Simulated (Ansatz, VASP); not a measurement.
One calculation of SnSe, two programs

The input INCAR:

```
PREC = Accurate
ENCUT = 500
EDIFF = 1E-6
ISMEAR = 0
SIGMA = 0.01
LREAL = False
LASPH = True
NELM = 120
ALGO = Normal
ISIF = 2
LWAVE = False
LCHARG = False
GGA = CA
NBANDS = 17
GGA_COMPAT = False
```

Contents of KPOINTS:

```
Automatic mesh
0
Gamma
  6 6 6
```

Contents of POSCAR:

```
SnSe
1.0
    0.0000000000      2.9848894956      2.9848894956
    2.9848894956      0.0000000000      2.9848894956
    2.9848894956      2.9848894956      0.0000000000
Sn Se
1 1
Direct
    0.0000000000      0.0000000000      0.0000000000
    0.5000000000      0.5000000000      0.5000000000
```

Input for Ansatz:

```yaml
crystal:
  lattice:
    - [0.0, 2.9848894956, 2.9848894956]
    - [2.9848894956, 0.0, 2.9848894956]
    - [2.9848894956, 2.9848894956, 0.0]
  atoms:
    - { symbol: Sn, position: [0.0, 0.0, 0.0] }
    - { symbol: Se, position: [0.5, 0.5, 0.5] }
kpoints:
  mp_grid: { grid: [6, 6, 6] }
hamiltonian:
  xc: lda
scf:
  occupations: { method: fixed }
  n_extra_bands: 4
output:
  forces: true
  stress: true
  eigenvalues: true
```

Alike in both runs: task single point; functional LDA; k mesh 6 × 6 × 6; no spin polarisation.

```csv
,VASP,Ansatz
version,VASP 6.6.1,Ansatz 0.2.0
potentials or method,"VASP PAW LDA potentials, release 64 (Sn_d, Se)",plane waves
plane-wave cutoff (eV),500,420
occupations,"gaussian, width 0.01 eV",fixed
valence electrons in the cell,20,30
```

Ansatz gave:

| Item | Value |
| --- | --- |
| gap on the k mesh at the Fermi level (eV) | 0.71 |
| pressure (GPa) | -2.5 |

Question: Estimate VASP's values.

Answer: gap on the k mesh at the Fermi level (eV): 0.73; pressure (GPa): -2.4.

LDA's correlation is that of Perdew and Zunger in VASP and of Perdew and Wang (1992) in Ansatz. VASP's potentials hold 20 valence electrons a cell and Ansatz's 30, so a difference there can come from the potentials and not from the codes.
